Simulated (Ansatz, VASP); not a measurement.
# NiO: VASP beside Ansatz

File POSCAR:

```
NiO
1.0
    0.0000000000      2.2406300000      2.2406300000
    2.2406300000      0.0000000000      2.2406300000
    2.2406300000      2.2406300000      0.0000000000
Ni O
1 1
Direct
    0.0000000000      0.0000000000      0.0000000000
    0.7500000000      0.7500000000      0.7500000000
```

Contents of INCAR.step1:

```
SYSTEM = NiO
PREC = Accurate
ENCUT = 520
EDIFF = 1E-5
ISMEAR = -1
SIGMA = 0.05
LREAL = .FALSE.
LASPH = .TRUE.
NELM = 150
ALGO = Normal
ISIF = 2
LWAVE = .TRUE.
LCHARG = .FALSE.
ISPIN = 2
MAGMOM = 1 0
LORBIT = 11
LMAXMIX = 4
GGA = PE
NBANDS = 19
```

INCAR.step2

```
SYSTEM = NiO
PREC = Accurate
ENCUT = 520
EDIFF = 1E-7
ISMEAR = -1
SIGMA = 0.05
LREAL = .FALSE.
LASPH = .TRUE.
NELM = 150
ALGO = Normal
ISIF = 2
LWAVE = .FALSE.
LCHARG = .FALSE.
ISPIN = 2
MAGMOM = 1 0
LORBIT = 11
LMAXMIX = 4
GGA = PE
LHFCALC = .TRUE.
AEXX = 0.25
PRECFOCK = Normal
ISTART = 1
NBANDS = 19
```

The input KPOINTS:

```
Automatic mesh
0
G
  5 5 5
  0 0 0
```

File input.yaml:

```yaml
crystal:
  lattice:
    - [0.0, 2.24063, 2.24063]
    - [2.24063, 0.0, 2.24063]
    - [2.24063, 2.24063, 0.0]
  atoms:
    - { symbol: Ni, position: [0.0, 0.0, 0.0], spin: 1.0 }
    - { symbol: O, position: [0.75, 0.75, 0.75] }
hamiltonian:
  xc: pbe0
  pseudopotentials: { kind: paw }
magnetization:
  spin_polarized: true
kpoints:
  mp_grid: { grid: [5, 5, 5] }
scf:
  occupations: { method: fermi_dirac, width: 0.05 }
output:
  forces: true
  stress: true
  eigenvalues: true
```

Alike in both runs: task single point; functional PBE0; k mesh 5 × 5 × 5; occupations fermi-dirac, width 0.05 eV; collinear spin.

|  | VASP | Ansatz |
| --- | --- | --- |
| version | VASP 6.6.1 | Ansatz 0.2.0 |
| potentials or method | VASP PAW PBE potentials, release 64 (Ni, O) | Ansatz PAW |
| plane-wave cutoff (eV) | 520 | 420 |
| valence electrons in the cell | 16 | 24 |

Ansatz gave:

| Property | Result |
| --- | --- |
| gap on the k mesh at the Fermi level (eV) | none |
| pressure (GPa) | -4.2 |
| net moment per atom (μB) | 1.00 |
| size of the moment on the site where the two differ most (μB) | 1.66 |

Question: Which values does VASP return?

Answer: gap on the k mesh at the Fermi level (eV): none; pressure (GPa): -3.8; net moment per atom (μB): 1.00; size of the moment on the site where the two differ most (μB): 1.65.

Site moments also hang on the region over which each program counts them. A gap of «none» marks a metal or a gap that the smearing closes. With one functional, cell and mesh, what is left measures potentials, basis and numerics. VASP's potentials hold 16 valence electrons a cell and Ansatz's 24, so a difference there can come from the potentials and not from the codes.

The k mesh is coarse, so the values compare programs but aren't converged. Noted on Ansatz's run: the magnetic or orbital state may not be the lowest.
